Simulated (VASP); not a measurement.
# TmC (F-43m) in VASP: density of states with PBEsol

Aim: the density of states of TmC with PBEsol.

All numbers are computed with VASP 6.6.1; they aren't measurements. Logs are shortened: lines on timing, memory, paths and dates and some standing lists are left out, and cuts for length are marked.

### Step 1. The cell of the first run

Symmetry: F-43m, No. 216, cubic system. The conventional cell has a = 5.249 Å, b = 5.249 Å, c = 5.249 Å, α = 90.00°, β = 90.00°, γ = 90.00°. Within 3.0 Å of Tm (site symmetry -43m) lie 4 C at 2.27 Å. Within 3.0 Å of C (site symmetry -43m) lie 4 Tm at 2.27 Å.

### Step 2. Density of states, PBEsol, collinear spin, ferromagnetic start

Input file POSCAR:

```
TmC
1.0
    0.0000000000      2.6247221877      2.6247221877
    2.6247221877      0.0000000000      2.6247221877
    2.6247221877      2.6247221877      0.0000000000
Tm C
1 1
Direct
    0.0000000000      0.0000000000      0.0000000000
    0.2500000000      0.2500000000      0.2500000000
```

Input file INCAR.step1:

```
SYSTEM = TmC
PREC     = Accurate       ! precision mode
ENCUT    = 520            ! plane-wave cutoff, eV
EDIFF    = 1E-6           ! SCF threshold, eV
ISMEAR   = 0              ! smearing method
SIGMA    = 0.05           ! smearing width, eV
LREAL    = .FALSE.        ! projectors in reciprocal space
LASPH    = .TRUE.         ! aspherical terms in the spheres
NELM     = 150            ! most SCF steps
ALGO     = Normal         ! electronic algorithm
ISIF     = 2              ! what is computed and relaxed
LWAVE    = .FALSE.        ! write WAVECAR
LCHARG   = .TRUE.         ! write CHGCAR
ISPIN    = 2              ! spin polarisation
MAGMOM   = 1.8 0          ! initial moments
LMAXMIX  = 6              ! l up to which the mixer works
GGA      = PS             ! functional
NBANDS   = 24             ! bands
```

Input file KPOINTS.step1:

```
Automatic mesh
0
G
  10 10 10
  0 0 0
```

Input file INCAR.step2:

```
SYSTEM = TmC
PREC     = Accurate       ! precision mode
ENCUT    = 520            ! plane-wave cutoff, eV
EDIFF    = 1E-6           ! SCF threshold, eV
ISMEAR   = -5             ! smearing method
SIGMA    = 0.05           ! smearing width, eV
LREAL    = .FALSE.        ! projectors in reciprocal space
LASPH    = .TRUE.         ! aspherical terms in the spheres
NELM     = 150            ! most SCF steps
ALGO     = Normal         ! electronic algorithm
ISIF     = 2              ! what is computed and relaxed
LWAVE    = .FALSE.        ! write WAVECAR
LCHARG   = .FALSE.        ! write CHGCAR
ISPIN    = 2              ! spin polarisation
MAGMOM   = 1.8 0          ! initial moments
LORBIT   = 11             ! projections on sites
LMAXMIX  = 6              ! l up to which the mixer works
GGA      = PS             ! functional
NBANDS   = 24             ! bands
NEDOS    = 2001           ! points of the DOS
ICHARG   = 11             ! starting density
```

Input file KPOINTS.step2:

```
Automatic mesh
0
G
  15 15 15
  0 0 0
```

Potentials or basis: VASP PAW PBE potentials, release 64 (Tm, C).

Started as:

```bash
> cat potpaw_PBE.64/Tm/POTCAR potpaw_PBE.64/C/POTCAR > POTCAR
> cp INCAR.step1 INCAR
> cp KPOINTS.step1 KPOINTS
> mpirun -np 1 vasp_std > vasp.out
> cp INCAR.step2 INCAR
> cp KPOINTS.step2 KPOINTS
> mpirun -np 1 vasp_std > vasp.out
```

OUTCAR:

```text
SYSTEM = TmC
   PREC = Accurate
   ENCUT = 520
   EDIFF = 1E-6
   ISMEAR = -5
   LREAL = .FALSE.
   LASPH = .TRUE.
   NELM = 150
   ISIF = 2
   ISPIN = 2
   LORBIT = 11
   GGA = PS
   ICHARG = 11

 ion  position               nearest neighbor table
   1  0.000  0.000  0.000-   2 2.27   2 2.27   2 2.27   2 2.27
   2  0.250  0.250  0.250-   1 2.27   1 2.27   1 2.27   1 2.27

  LATTYP: Found a face centered cubic cell.
 ALAT       =     5.2494443754

  Lattice vectors:

 A1 = (   0.0000000000,   2.6247221877,   2.6247221877)
 A2 = (   2.6247221877,   0.0000000000,   2.6247221877)
 A3 = (   2.6247221877,   2.6247221877,   0.0000000000)

Analysis of symmetry for initial positions (statically):
=====================================================================
 Subroutine PRICEL returns:
 Original cell was already a primitive cell.

 Routine SETGRP: Setting up the symmetry group for a
 face centered cubic supercell.

 Subroutine GETGRP returns: Found 24 space group operations
 (whereof 24 operations were pure point group operations)
 out of a pool of 48 trial point group operations.

The static configuration has the point symmetry T_d .

Analysis of symmetry for dynamics (positions and initial velocities):
=====================================================================
 Subroutine PRICEL returns:
 Original cell was already a primitive cell.

 Routine SETGRP: Setting up the symmetry group for a
 face centered cubic supercell.

 Subroutine GETGRP returns: Found 24 space group operations
 (whereof 24 operations were pure point group operations)
 out of a pool of 48 trial point group operations.

The dynamic configuration has the point symmetry T_d .

Analysis of structural, dynamic, and magnetic symmetry:
=====================================================================
 Subroutine PRICEL returns:
 Original cell was already a primitive cell.

 Routine SETGRP: Setting up the symmetry group for a
 face centered cubic supercell.

 Subroutine GETGRP returns: Found 24 space group operations
 (whereof 24 operations were pure point group operations)
 out of a pool of 48 trial point group operations.

The overall configuration has the point symmetry T_d .

 Subroutine INISYM returns: Found 24 space group operations
 (whereof 24 operations are pure point group operations),
[... 111 lines left out ...]
   EMIN   =  10.00;   EMAX   =-10.00  energy-range for DOS
   EFERMI =   0.00;   METHOD = LEGACY
   ISMEAR =    -5;   SIGMA  =   0.05  broadening in eV -4-tet -1-fermi 0-gaus
   EFERMI_NEDOS =   21; number of points for ismear=-14 and -15
   IALGO  =     38    algorithm
   IMIX   =      4    mixing-type and parameters
     AMIX     =   0.40;   BMIX     =  1.00
     AMIX_MAG =   1.60;   BMIX_MAG =  1.00
  volume/ion in A,a.u.               =      18.08       122.02
  Fermi-wavevector in a.u.,A,eV,Ry     =   1.485147  2.806521 30.009844  2.205661
  Thomas-Fermi vector in A             =   2.598595
   LORBIT       =     11    0 simple, 1 ext, 2 COOP (PROOUT), +10 PAW based schemes
   GGA     = PS    functional components
   LHFCALC =     F    Hartree Fock is set to
   AEXX    =    0.0000 exact exchange contribution
   IVDW    =     0    specifies the selected vdW correction
   LEPSILON=     F    determine dielectric tensor
   LRPA    =     F    only Hartree local field effects (RPA)
 spin polarized calculation
 Fermi weights with tetrahedron method with Bloechl corrections
  energy-cutoff  :      520.00
  volume of cell :       36.16
 maximum number of plane-waves:       990

 number of electron      26.9999996 magnetization       1.8316401

 Free energy of the ion-electron system (eV)
  ---------------------------------------------------
  ext. energy  EPLUGINS =         0.00000000
  ---------------------------------------------------
  free energy    TOTEN  =       -12.57290674 eV

  energy without entropy =      -12.57290674  energy(sigma->0) =      -12.57290674

 E-fermi :   1.3886     XC(G=0): -10.8139

 val. band max:        1.4129601654   @ k =   0.4000   0.3333   0.0667
 cond. band min:       1.3883208377   @ k =   0.3333   0.2000   0.0000
 fundamental gap:     -0.0246393277
 Fermi energy:         1.3886237867

 spin component 1

 k-point     1 :       0.0000    0.0000    0.0000
  band No.  band energies     occupation
      1     -48.2054      1.00000
      2     -21.1022      1.00000
      3     -21.1022      1.00000
      4     -21.1022      1.00000
      5      -8.2466      1.00000
      6      -0.3510      1.00000
[... 637 lines left out ...]
     23      15.3293      0.00000
     24      15.7759      0.00000

 [... further k-points ...]

 spin component 2

 k-point     1 :       0.0000    0.0000    0.0000
  band No.  band energies     occupation
      1     -47.5077      1.00000
      2     -20.5981      1.00000
      3     -20.5981      1.00000
      4     -20.5981      1.00000
      5      -8.0512      1.00000
      6       0.1178      1.00000
[... 637 lines left out ...]
     23      15.4975      0.00000
     24      15.9438      0.00000

 [... further k-points ...]
[... 5 lines left out ...]
  --------------------------------------------------------------------------------------
  -------------------------------------------------------------------------------------
  Total       -0.6272723     -0.6272723     -0.6272723      0.0000000      0.0000000      0.0000000
  in kB      -27.7898800    -27.7898800    -27.7898800      0.0000000      0.0000000      0.0000000
  external PRESSURE =     -27.7898800 kB  Pullay stress =       0.0000000 kB

 VOLUME and BASIS-vectors are now :
 -----------------------------------------------------------------------------
  energy-cutoff  :      520.00
  volume of cell :       36.16
      direct lattice vectors                 reciprocal lattice vectors
     0.000000000  2.624722188  2.624722188    -0.190496351  0.190496351  0.190496351
     2.624722188  0.000000000  2.624722188     0.190496351 -0.190496351  0.190496351
     2.624722188  2.624722188  0.000000000     0.190496351  0.190496351 -0.190496351

 POSITION                                       TOTAL-FORCE (eV/Angst)
 -----------------------------------------------------------------------------------
      0.00000      0.00000      0.00000        -0.000000     -0.000000     -0.000000
      1.31236      1.31236      1.31236         0.000000      0.000000      0.000000
 -----------------------------------------------------------------------------------
    total drift:                               -0.000000     -0.000000     -0.000000

  FREE ENERGIE OF THE ION-ELECTRON SYSTEM (eV)
  ---------------------------------------------------
  free  energy   TOTEN  =       -12.5729067375 eV

  energy  without entropy=      -12.5729067375  energy(sigma->0) =      -12.57290674

 total charge

# of ion       s       p       d       f       tot
--------------------------------------------------
    1        2.186   6.014   0.724  12.266  21.190
    2        0.935   1.364   0.000   0.000   2.299
--------------------------------------------------
tot          3.121   7.378   0.724  12.266  23.490

 magnetization (x)

# of ion       s       p       d       f       tot
--------------------------------------------------
    1        0.011  -0.013   0.072   1.552   1.622
    2        0.001   0.074   0.000   0.000   0.076
--------------------------------------------------
tot          0.013   0.061   0.072   1.552   1.697
```

OUTCAR.step1:

```text
SYSTEM = TmC
   PREC = Accurate
   ENCUT = 520
   EDIFF = 1E-6
   ISMEAR = 0
   LREAL = .FALSE.
   LASPH = .TRUE.
[... 1538 lines left out ...]
      0.00000      0.00000      0.00000         0.000000      0.000000      0.000000
      1.31236      1.31236      1.31236        -0.000000     -0.000000     -0.000000
 -----------------------------------------------------------------------------------
    total drift:                               -0.000000     -0.000000     -0.000000

  FREE ENERGIE OF THE ION-ELECTRON SYSTEM (eV)
  ---------------------------------------------------
  free  energy   TOTEN  =       -12.5792194983 eV

  energy  without entropy=      -12.5676141417  energy(sigma->0) =      -12.57341682
```

Wall time 4.8 min (1 thread of Intel Xeon Platinum 8488C (Sapphire Rapids), shared host); peak memory 0.3 GiB.

What came out:

* Net moment: 1.83 μB per cell
* Site moments: Tm +1.62; C +0.08 μB
* Valence electrons inside the program's atomic spheres: Tm 21.19; C 2.30

Caveat: the magnetic or orbital state may not be the lowest; the PAW data sets were made with another functional, which shifts forces and pressure a little; spin-orbit coupling is left out, which moves the levels of the heavy elements; without U or exact exchange the open f shell lies at the Fermi level, which spoils levels, moments and volumes; tetrahedron occupations give inexact forces and stress in metals. The state reached can hang on the start; a lower one may exist.
